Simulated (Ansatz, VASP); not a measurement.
## One calculation of SnO, two programs

File INCAR:

```
PREC     = Accurate       # precision mode
ENCUT    = 600            # plane-wave cutoff, eV
EDIFF    = 1E-6           # SCF threshold, eV
ISMEAR   = 0              # smearing method
SIGMA    = 0.1            # smearing width, eV
LREAL    = F              # projectors in reciprocal space
LASPH    = T              # aspherical terms in the spheres
NELM     = 100            # most SCF steps
ALGO     = Normal         # electronic algorithm
ISIF     = 3              # what is computed and relaxed
LWAVE    = F              # write WAVECAR
LCHARG   = F              # write CHGCAR
GGA      = PE             # functional
IBRION   = 2              # ionic algorithm
NSW      = 100            # ionic steps
EDIFFG   = -0.005         # ionic threshold
```

The input KPOINTS:

```
Automatic mesh
0
Gamma
  12 12 10
```

File POSCAR:

```
SnO
1.0
    3.8020000000      0.0000000000      0.0000000000
    0.0000000000      3.8020000000      0.0000000000
    0.0000000000      0.0000000000      4.8360000000
Sn O
2 2
Direct
    0.0000000000      0.5000000000      0.2385000000
    0.5000000000      0.0000000000      0.7615000000
    0.0000000000      0.0000000000      0.0000000000
    0.5000000000      0.5000000000      0.0000000000
```

Input for Ansatz:

```yaml
crystal:
  lattice:
    - [3.802, 0.0, 0.0]
    - [0.0, 3.802, 0.0]
    - [0.0, 0.0, 4.836]
  atoms:
    - { symbol: Sn, position: [0.0, 0.5, 0.2385] }
    - { symbol: Sn, position: [0.5, 0.0, 0.7615] }
    - { symbol: O, position: [0.0, 0.0, 0.0] }
    - { symbol: O, position: [0.5, 0.5, 0.0] }
basis:
  ecutwfc: 420
kpoints:
  mp_grid: { grid: [12, 12, 10] }
hamiltonian:
  xc: pbe
scf:
  occupations: { method: gaussian, width: 0.1 }
output:
  forces: true
  stress: true
  eigenvalues: true
  write_density: true
  write_potential: true
  elf: true
  volumetric_format: npy
relax:
  adjacent_minimum: "off"
  f_tol: 0.005
  max_steps: 80
  cell: { stress_tol: 0.05 }
```

Alike in both runs: task relaxation of cell and atoms; functional PBE; k mesh 12 × 12 × 10; occupations gaussian, width 0.1 eV; no spin polarisation.

```csv
,VASP,Ansatz
version,VASP 6.6.1,Ansatz 0.2.0
potentials or method,"VASP PAW PBE potentials, release 64 (Sn_d, O), cutoff 600 eV","scalar-relativistic, plane waves, PAW"
valence electrons in the cell,40,40
```

```csv
,VASP,Ansatz,Ansatz less VASP
"gap on the k mesh at the Fermi level, each at its own relaxed structure (eV)",0.45,0.50,+0.047
relaxed volume (Å³/atom),18.87,18.96,+0.087
relaxed cell length with the largest relative difference (Å),5.045,5.067,+0.0224
```
